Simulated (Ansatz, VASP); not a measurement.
# One calculation of Ir2Rh, two programs

The input INCAR:

```
ALGO     = Normal         # electronic algorithm
EDIFF    = 1E-6           # SCF threshold, eV
ENCUT    = 520            # plane-wave cutoff, eV
GGA      = PE             # functional
ISIF     = 2              # what is computed and relaxed
ISMEAR   = 0              # smearing method
LASPH    = True           # aspherical terms in the spheres
LCHARG   = False          # write CHGCAR
LREAL    = False          # projectors in reciprocal space
LWAVE    = False          # write WAVECAR
NBANDS   = 42             # bands
NELM     = 100            # most SCF steps
PREC     = Accurate       # precision mode
SIGMA    = 0.1            # smearing width, eV
```

KPOINTS

```
k-points
0
Gamma
  6 6 2
```

Contents of POSCAR:

```
Ir2Rh
1.0
    2.7391564000      0.0000000000      0.0000000000
   -1.3695782000      2.3721790000      0.0000000000
    0.0000000000      0.0000000000     13.2933463000
Ir Rh
4 2
Direct
    0.3333333000      0.6666667000      0.8329680000
    0.3333333000      0.6666667000      0.1670320000
    0.3333333000      0.6666667000      0.5000000000
    0.6666667000      0.3333333000      0.0000000000
    0.6666667000      0.3333333000      0.3341980000
    0.6666667000      0.3333333000      0.6658020000
```

Input for Ansatz:

```yaml
crystal:
  lattice:
    - [2.7391564, 0.0, 0.0]
    - [-1.3695782, 2.372179, 0.0]
    - [0.0, 0.0, 13.2933463]
  atoms:
    - { symbol: Ir, position: [0.3333333, 0.6666667, 0.832968] }
    - { symbol: Ir, position: [0.3333333, 0.6666667, 0.167032] }
    - { symbol: Ir, position: [0.3333333, 0.6666667, 0.5] }
    - { symbol: Ir, position: [0.6666667, 0.3333333, 0.0] }
    - { symbol: Rh, position: [0.6666667, 0.3333333, 0.334198] }
    - { symbol: Rh, position: [0.6666667, 0.3333333, 0.665802] }
basis:
  ecutwfc: 420
kpoints:
  mp_grid: { grid: [6, 6, 2] }
hamiltonian:
  xc: pbe
scf:
  occupations: { method: gaussian, width: 0.1 }
  lower_state_search: "off"
output:
  forces: true
  stress: true
  eigenvalues: true
```

Alike in both runs: task single point; functional PBE; k mesh 6 × 6 × 2; occupations gaussian, width 0.1 eV; no spin polarisation.

|  | VASP | Ansatz |
| --- | --- | --- |
| version | VASP 6.6.1 | Ansatz 0.2.0 |
| potentials or method | VASP PAW PBE potentials, release 64 (Ir, Rh_pv), cutoff 520 eV | scalar-relativistic, plane waves, PAW |
| valence electrons in the cell | 66 | 102 |

|  | VASP | Ansatz | Ansatz less VASP |
| --- | --- | --- | --- |
| gap on the k mesh at the Fermi level (eV) | none | none | - |
| pressure (GPa) | 0.8 | 0.4 | -0.35 |
| traceless stress, the component that is largest in VASP (GPa) | -4.97 | -5.00 | -0.032 |
| rms of the force components (eV/Å) | 0.030 | 0.039 | +0.0089 |

Atom by atom the forces differ by 0.010 eV/Å (rms over components). A gap of «none» marks a metal or a gap that the smearing closes. VASP's potentials hold 66 valence electrons a cell and Ansatz's 102, so a difference there can come from the potentials and not from the codes.

The k mesh is coarse, so the values compare programs but aren't converged. Neither program's run includes spin-orbit coupling.
